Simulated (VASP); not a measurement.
A run of VASP 6.6.1 is set up as follows.

File INCAR:

```
PREC = Accurate
ENCUT = 520
EDIFF = 1E-6
ISMEAR = -1
SIGMA = 0.05
LREAL = False
LASPH = True
NELM = 150
ALGO = Normal
ISIF = 2
LWAVE = False
LCHARG = True
MAGMOM = 0 0 4
LORBIT = 11
LSORBIT = True
GGA_COMPAT = False
LORBMOM = True
LMAXMIX = 4
GGA = PE
LVHAR = True
NBANDS = 24
```

File KPOINTS:

```
Automatic mesh
0
Gamma
  16 16 16
```

File POSCAR:

```
Mn
1.0
    0.0000000000      1.9315000000      1.9315000000
    1.9315000000      0.0000000000      1.9315000000
    1.9315000000      1.9315000000      0.0000000000
Mn
1
Direct
    0.0000000000      0.0000000000      0.0000000000
```

Potentials or basis: VASP PAW PBE potentials, release 64 (Mn_pv).

Launch:

```sh
$ cat potpaw_PBE.64/Mn_pv/POTCAR > POTCAR
$ mpirun -np 1 vasp_ncl > vasp.out
```

Problem. What does it give for the net moment?

Solution. 2.88 μB per cell.

Problem. Estimate the pressure.

Solution. -12.1 GPa.

Moments on the atoms (μB; x, y, z):
```
Mn  0.00 0.00 2.81
```

Caveat: the cell stands under tension.
